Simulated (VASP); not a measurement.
# C (P6_3/mmc) in VASP: further runs

C is run at these levels: PBE+D3(BJ); tasks: single point, relaxation of cell and atoms.

Program: VASP 6.6.1. These are calculated values, not measurements. Logs are shortened: lines on timing, memory, paths and dates and some standing lists are left out, and cuts for length are marked.

## 1. The cell of the first run

The structure is hexagonal, space group P6_3/mmc (No. 194). Conventional cell: a = 2.451 Å, b = 2.451 Å, c = 5.990 Å, α = 90.00°, β = 90.00°, γ = 120.00°. C (site symmetry -6m2) has 3 C at 1.42 Å within 1.9 Å. C (site symmetry -6m2) has 3 C at 1.42 Å within 1.9 Å.

## 2. Single point, PBE+D3(BJ)

The input, INCAR:

```
PREC = Accurate ; ENCUT = 520
EDIFF = 1E-7 ; ISMEAR = -1
SIGMA = 0.15 ; LREAL = False
LASPH = True ; NELM = 100
ALGO = Normal ; ISIF = 2
LWAVE = False ; LCHARG = False
GGA = PE ; IVDW = 12
NBANDS = 16
```

The input, KPOINTS:

```
regular mesh
0
Gamma
  18 18 6
```

The input, POSCAR:

```
C
1.0
    2.4514309919      0.0000000000      0.0000000000
   -1.2257154960      2.1230015146      0.0000000000
    0.0000000000      0.0000000000      5.9897860480
C
4
Direct
    0.0000000000      0.0000000000      0.0025000000
    0.0000000000      0.0000000000      0.5025000000
    0.3333333333      0.6666666667      0.0025000000
    0.6666666667      0.3333333333      0.5025000000
```

Potentials or basis: VASP PAW PBE potentials, release 64 (C).

Command:

```console
$ cat potpaw_PBE.64/C/POTCAR > POTCAR
$ mpirun -np 1 vasp_std > vasp.out
```

OUTCAR:

```text
PREC = Accurate
   ENCUT = 520
   EDIFF = 1E-7
   ISMEAR = -1
   LREAL = False
   LASPH = True
   NELM = 100
   ISIF = 2
   GGA = PE
   IVDW = 12
 IVDW          = 12

 ion  position               nearest neighbor table
   1  0.000  0.000  0.002-   3 1.42   3 1.42   3 1.42
   2  0.000  0.000  0.502-   4 1.42   4 1.42   4 1.42
   3  0.333  0.667  0.002-   1 1.42   1 1.42   1 1.42
   4  0.667  0.333  0.502-   2 1.42   2 1.42   2 1.42

  LATTYP: Found a hexagonal cell.
 ALAT       =     2.4514309919
 C/A-ratio  =     2.4433835045

  Lattice vectors:

 A1 = (   2.4514309919,   0.0000000000,   0.0000000000)
 A2 = (  -1.2257154960,   2.1230015146,   0.0000000000)
 A3 = (   0.0000000000,   0.0000000000,   5.9897860480)

Analysis of symmetry for initial positions (statically):
=====================================================================
 Subroutine PRICEL returns:
 Original cell was already a primitive cell.

 Routine SETGRP: Setting up the symmetry group for a
 hexagonal supercell.

 Subroutine GETGRP returns: Found 24 space group operations
 (whereof  6 operations were pure point group operations)
 out of a pool of 24 trial point group operations.

The static configuration has the point symmetry C_3v.
 The point group associated with its full space group is D_6h.

Analysis of symmetry for dynamics (positions and initial velocities):
=====================================================================
 Subroutine PRICEL returns:
 Original cell was already a primitive cell.

 Routine SETGRP: Setting up the symmetry group for a
 hexagonal supercell.

 Subroutine GETGRP returns: Found 24 space group operations
 (whereof  6 operations were pure point group operations)
 out of a pool of 24 trial point group operations.

The dynamic configuration has the point symmetry C_3v.
 The point group associated with its full space group is D_6h.

 Subroutine INISYM returns: Found 24 space group operations
 (whereof  6 operations are pure point group operations),
 and found     1 'primitive' translations

----------------------------------------------------------------------------------------

                                     Primitive cell

  volume of cell :      31.1732

  direct lattice vectors                    reciprocal lattice vectors
     2.451430992  0.000000000  0.000000000     0.407925005  0.235515612  0.000000000
    -1.225715496  2.123001515  0.000000000     0.000000000  0.471031223  0.000000000
     0.000000000  0.000000000  5.989786048     0.000000000  0.000000000  0.166950871

  length of vectors
     2.451430992  2.451430992  5.989786048     0.471031223  0.471031223  0.166950871

  position of ions in fractional coordinates (direct lattice)
     0.000000000  0.000000000  0.002500000
     0.000000000  0.000000000  0.502500000
     0.333333333  0.666666667  0.002500000
     0.666666667  0.333333333  0.502500000

  ion indices of the primitive-cell ions
   primitive index   ion index
                 1           1
                 2           2
                 3           3
                 4           4

----------------------------------------------------------------------------------------

 KPOINTS: regular mesh

Automatic generation of k-mesh.
 Grid dimensions read from file:
 generate k-points for:   18   18    6

 Generating k-lattice:

  Cartesian coordinates                     Fractional coordinates (reciprocal lattice)
     0.022662500  0.013084201  0.000000000     0.055555556  0.000000000  0.000000000
     0.000000000  0.026168401  0.000000000     0.000000000  0.055555556  0.000000000
     0.000000000  0.000000000  0.027825145     0.000000000  0.000000000  0.166666667

  Length of vectors
     0.026168401  0.026168401  0.027825145

  Shift w.r.t. Gamma in fractional coordinates (k-lattice)
     0.000000000  0.000000000  0.000000000

 Subroutine IBZKPT returns following result:
 ===========================================

 Found    148 irreducible k-points:

 Following reciprocal coordinates:
            Coordinates               Weight
  0.000000  0.000000  0.000000      1.000000
  0.055556 -0.000000  0.000000      6.000000
  0.111111 -0.000000  0.000000      6.000000
  0.166667 -0.000000  0.000000      6.000000
  0.222222 -0.000000  0.000000      6.000000
  0.277778 -0.000000  0.000000      6.000000
[... 16 lines left out ...]
  0.333333  0.111111  0.000000     12.000000
  0.388889  0.111111  0.000000     12.000000
 [... further k-points ...]
   k-points           NKPTS =    148   k-points in BZ     NKDIM =    148   number of bands    NBANDS=     16
   number of dos      NEDOS =    301   number of ions     NIONS =      4
   total plane-waves  NPLWV =  15552
   dimension x,y,z NGX =    18 NGY =   18 NGZ =   48
   dimension x,y,z NGXF=    36 NGYF=   36 NGZF=   96
   ions per type =               4
   NGX,Y,Z   is equivalent  to a cutoff of  12.21, 12.21, 13.32 a.u.
   NGXF,Y,Z  is equivalent  to a cutoff of  24.41, 24.41, 26.64 a.u.
 SYSTEM =  unknown system
   PREC   = accura    normal or accurate (medium, high low for compatibility)
   ISTART =      0    job   : 0-new  1-cont  2-samecut
   ICHARG =      2    charge: 1-file 2-atom 10-const
   ISPIN  =      1    spin polarized calculation?
   LNONCOLLINEAR =      F non collinear calculations
   LSORBIT =      F    spin-orbit coupling
   LASPH  =      T    aspherical Exc in radial PAW
   ENCUT  =  520.0 eV  38.22 Ry    6.18 a.u.   4.56  4.56 11.14*2*pi/ulx,y,z
   NELM   =    100;   NELMIN=  2; NELMDL= -5     # of ELM steps
   EDIFF  = 0.1E-06   stopping-criterion for ELM
   LREAL  =      F    real-space projection
   EDIFFG = 0.1E-05   stopping-criterion for IOM
   NSW    =      0    number of steps for IOM
   IBRION =     -1    ionic relax: 0-MD 1-quasi-New 2-CG
   NFREE  =      0    steps in history (QN), initial steepest desc. (CG)
   ISIF   =      2    stress and relaxation
   ISYM   =      2    0-nonsym 1-usesym 2-fastsym
   POTIM  = 0.5000    time-step for ionic-motion
   TEBEG  =    0.0;   TEEND  =   0.0 temperature during run
   PSTRESS=    0.0 pullay stress
   NELECT =      16.0000    total number of electrons
   NUPDOWN=      -1.0000    fix difference up-down
   EMIN   =  10.00;   EMAX   =-10.00  energy-range for DOS
   EFERMI =   0.00;   METHOD = LEGACY
   ISMEAR =    -1;   SIGMA  =   0.15  broadening in eV -4-tet -1-fermi 0-gaus
   EFERMI_NEDOS =   21; number of points for ismear=-14 and -15
   IALGO  =     38    algorithm
   IMIX   =      4    mixing-type and parameters
     AMIX     =   0.40;   BMIX     =  1.00
     AMIX_MAG =   1.60;   BMIX_MAG =  1.00
  volume/ion in A,a.u.               =       7.79        52.59
  Fermi-wavevector in a.u.,A,eV,Ry     =   1.310754  2.476965 23.375830  1.718075
  Thomas-Fermi vector in A             =   2.441262
   LORBIT       =      0    0 simple, 1 ext, 2 COOP (PROOUT), +10 PAW based schemes
   GGA     = PE    functional components
   LHFCALC =     F    Hartree Fock is set to
   AEXX    =    0.0000 exact exchange contribution
   IVDW    =    12    specifies the selected vdW correction
   LEPSILON=     F    determine dielectric tensor
   LRPA    =     F    only Hartree local field effects (RPA)
 non-spin polarized calculation
  energy-cutoff  :      520.00
  volume of cell :       31.17
 maximum number of plane-waves:       862
   NGX =  9   NGY =  9   NGZ = 23

 number of electron      15.9999996 magnetization

 Free energy of the ion-electron system (eV)
  ---------------------------------------------------
  ext. energy  EPLUGINS =         0.00000000
  ---------------------------------------------------
  free energy    TOTEN  =       -36.67245043 eV

  energy without entropy =      -36.66658889  energy(sigma->0) =      -36.66951966

 E-fermi :   5.8413     XC(G=0): -11.1431

 val. band max:        5.8301782469   @ k =   0.3333   0.3333   0.3333
 cond. band min:       5.8588059323   @ k =   0.3333   0.3333   0.5000
 fundamental gap:      0.0286276855
 Fermi energy:         5.8412642382

 k-point     1 :       0.0000    0.0000    0.0000
  band No.  band energies     occupation
      1     -14.1202      2.00000
      2     -13.4416      2.00000
      3      -3.3543      2.00000
      4      -0.0004      2.00000
      5       2.8388      2.00000
      6       2.8388      2.00000
[... 8 lines left out ...]
     15      17.7591      0.00000
     16      18.5183      0.00000

 k-point     2 :       0.0556   -0.0000    0.0000
  band No.  band energies     occupation
      1     -14.0451      2.00000
      2     -13.3692      2.00000
      3      -3.2629      2.00000
      4       0.0821      2.00000
      5       2.5287      2.00000
      6       2.6028      2.00000
[... 8 lines left out ...]
     15      17.5099      0.00000
     16      18.6460      0.00000

 k-point     3 :       0.1111   -0.0000    0.0000
  band No.  band energies     occupation
      1     -13.8201      2.00000
      2     -13.1522      2.00000
      3      -2.9893      2.00000
      4       0.3282      2.00000
      5       1.6819      2.00000
      6       1.7993      2.00000
[... 8 lines left out ...]
     15      16.8062      0.00000
     16      19.0483      0.00000

 k-point     4 :       0.1667   -0.0000    0.0000
  band No.  band energies     occupation
      1     -13.4465      2.00000
      2     -12.7917      2.00000
      3      -2.5360      2.00000
      4       0.4701      2.00000
      5       0.6398      2.00000
      6       0.7333      2.00000
[... 8 lines left out ...]
     15      16.9643      0.00000
     16      19.6885      0.00000

 k-point     5 :       0.2222   -0.0000    0.0000
  band No.  band energies     occupation
      1     -12.9260      2.00000
      2     -12.2895      2.00000
      3      -1.9076      2.00000
      4      -0.9457      2.00000
      5      -0.7211      2.00000
      6       1.0457      2.00000
[... 8 lines left out ...]
     15      18.6355      0.00000
     16      20.2363      0.00000

 k-point     6 :       0.2778   -0.0000    0.0000
  band No.  band energies     occupation
      1     -12.2617      2.00000
      2     -11.6487      2.00000
      3      -2.4485      2.00000
      4      -2.1698      2.00000
      5      -1.1124      2.00000
      6       0.4783      2.00000
[... 8 lines left out ...]
     15      20.5002      0.00000
     16      20.5148      0.00000
[... 267 lines left out ...]
 k-point    21 :       0.2222    0.1111    0.0000
  band No.  band energies     occupation
      1     -12.0422      2.00000
      2     -11.4371      2.00000
      3      -2.4244      2.00000
      4      -2.1811      2.00000
      5      -0.8480      2.00000
      6      -0.3620      2.00000
[... 8 lines left out ...]
     15      19.1249      0.00000
     16      20.2491      0.00000

 k-point    22 :       0.2778    0.1111    0.0000
  band No.  band energies     occupation
      1     -11.2426      2.00000
      2     -10.6661      2.00000
      3      -3.8564      2.00000
      4      -3.5485      2.00000
      5      -0.8906      2.00000
      6      -0.7085      2.00000
[... 8 lines left out ...]
     15      20.2571      0.00000
     16      20.7565      0.00000

 k-point    23 :       0.3333    0.1111    0.0000
  band No.  band energies     occupation
      1     -10.3145      2.00000
      2      -9.7731      2.00000
      3      -5.2725      2.00000
      4      -4.9124      2.00000
      5      -1.2714      2.00000
      6      -1.0766      2.00000
[... 8 lines left out ...]
     15      20.2116      0.00000
     16      21.0276      0.00000

 k-point    24 :       0.3889    0.1111    0.0000
  band No.  band energies     occupation
      1      -9.2832      2.00000
      2      -8.7945      2.00000
      3      -6.5937      2.00000
      4      -6.2051      2.00000
      5      -1.5016      2.00000
      6      -1.3004      2.00000
[... 8 lines left out ...]
     15      20.1629      0.00000
     16      20.5443      0.00000

 [... further k-points ...]

------------------------ aborting loop because EDIFF is reached ----------------------------------------

 Edisp (eV)   -0.71169

 E8    (eV) :    -0.2044

  FORCE on cell =-STRESS in cart. coord.  units (eV):
  Direction    XX          YY          ZZ          XY          YZ          ZX
  --------------------------------------------------------------------------------------
  -------------------------------------------------------------------------------------
  Total       1.71544     1.71544     1.53938    -0.00000    -0.00000    -0.00000
  in kB      88.16691    88.16691    79.11810    -0.00000    -0.00000    -0.00000
  external pressure =       85.15 kB  Pullay stress =        0.00 kB

 VOLUME and BASIS-vectors are now :
 -----------------------------------------------------------------------------
  energy-cutoff  :      520.00
  volume of cell :       31.17
      direct lattice vectors                 reciprocal lattice vectors
     2.451430992  0.000000000  0.000000000     0.407925005  0.235515612  0.000000000
    -1.225715496  2.123001515  0.000000000     0.000000000  0.471031223  0.000000000
     0.000000000  0.000000000  5.989786048     0.000000000  0.000000000  0.166950871

 POSITION                                       TOTAL-FORCE (eV/Angst)
 -----------------------------------------------------------------------------------
      0.00000      0.00000      0.01497         0.000000     -0.000000      0.000000
      0.00000      0.00000      3.00987        -0.000000      0.000000     -0.000000
     -0.00000      1.41533      0.01497        -0.000000     -0.000000     -0.000000
      1.22572      0.70767      3.00987         0.000000      0.000000      0.000000
 -----------------------------------------------------------------------------------
    total drift:                                0.000000      0.000000      0.000005

  FREE ENERGIE OF THE ION-ELECTRON SYSTEM (eV)
  ---------------------------------------------------
  free  energy   TOTEN  =       -37.3841416690 eV

  energy  without entropy=      -37.3782801252  energy(sigma->0) =      -37.38121090
```

Run time: 30 s. Hardware: 1 thread of Intel Xeon 6975P-C (Granite Rapids), shared host; peak memory 0.18 GiB.

What came out:

```yaml
Free_energy: -37.3841 eV
Pressure: 8.5 GPa
Band_gap_on_the_k_mesh: zero (band 8 reaches 5.83 eV, above the bottom of band 9 at 5.75 eV)
Dispersion_energy_per_atom: -0.178 eV
```

Levels at points of the mesh, in eV from the Fermi level:
```tsv
k point	band 6	band 7	band 8	band 9	band 10	band 11
(0.00, 0.00, 0.00)	-3.00	-2.95	-2.95	5.46	8.41	8.41
(0.50, 0.00, 0.00)	-6.33	-3.19	-2.04	1.69	2.60	7.15
(0.00, 0.00, 0.50)	-2.98	-2.98	-2.98	8.47	8.47	8.47
(0.50, 0.00, 0.50)	-6.41	-2.39	-2.39	1.64	1.64	7.56
```

Caveat: pairwise dispersion overbinds metals, which lowers pressure and volume.

(Part 1 of 2 ends here.)
